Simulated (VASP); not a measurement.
Al3GaAs4: single point with PBE

Al3GaAs4:

```xyz
8
Lattice="3.8459 0.0000 0.0000 0.0000 3.8459 0.0000 0.0000 0.0000 10.8777" Properties=species:S:1:pos:R:3 pbc="T T T"
Al    0.0000    0.0000    0.0000
Al    1.9229    1.9229    2.7194
Al    1.9229    1.9229    8.1583
Ga    0.0000    0.0000    5.4389
As    1.9229    0.0000    4.0792
As    0.0000    1.9229    6.7986
As    1.9229    0.0000    9.5180
As    0.0000    1.9229    1.3597
```

| Item | Value |
| --- | --- |
| Program | VASP 6.6.1 |
| Task | single point |
| Functional | PBE |
| Potentials or basis | VASP PAW PBE potentials, release 64 (Al, Ga_d, As) |
| Cutoff | 520 eV |
| k mesh | 4 × 4 × 2 |
| Occupations | gaussian, width 0.1 eV |
| Spin | no spin polarisation |
| Dipole correction | no |
| Further INCAR settings | ALGO = Normal; EDIFF = 1e-06; NBANDS = 31 |

| Property | Result |
| --- | --- |
| Pressure | 15.1 GPa |
| Largest force | 0.121 eV/Å |
| Band gap on the k mesh | 1.17 eV (least direct gap 1.20 eV) |

Forces on the atoms (eV/Å):
```
Al   0.000  0.000  0.000
Al   0.000  0.000  0.034
Al   0.000  0.000 -0.034
Ga   0.000  0.000  0.000
As   0.000  0.000 -0.121
As   0.000  0.000  0.121
As   0.000  0.000 -0.018
As   0.000  0.000  0.018
```

Stress tensor (GPa, compression positive):
```
15.49  0.00  0.00
 0.00 15.49  0.00
 0.00  0.00 14.29
```

Levels at points of the mesh, in eV from the valence-band top:
| k point | band 19 | band 20 | band 21 | band 22 | band 23 | band 24 |
| --- | --- | --- | --- | --- | --- | --- |
| (0.00, 0.00, 0.00) | -0.03 | 0.00 | 0.00 | 1.20 | 1.89 | 2.33 |
| (0.50, 0.00, 0.00) | -1.02 | -1.00 | -0.98 | 1.97 | 2.54 | 3.43 |
| (0.50, 0.50, 0.00) | -2.64 | -2.64 | -2.61 | 1.17 | 1.17 | 1.81 |
| (0.00, 0.00, 0.50) | -0.76 | -0.51 | -0.51 | 1.37 | 1.68 | 2.43 |
| (0.50, 0.00, 0.50) | -1.12 | -1.04 | -1.01 | 2.77 | 3.29 | 3.30 |
| (0.50, 0.50, 0.50) | -3.12 | -3.06 | -3.06 | 2.22 | 2.22 | 2.57 |

Run time: 31 s on 1 thread of Intel(R) Xeon(R) 6975P-C (Granite Rapids), on a shared host, peak memory 0.28 GiB.

Caveat: the cell stands under pressure. A k mesh can miss the band edges.
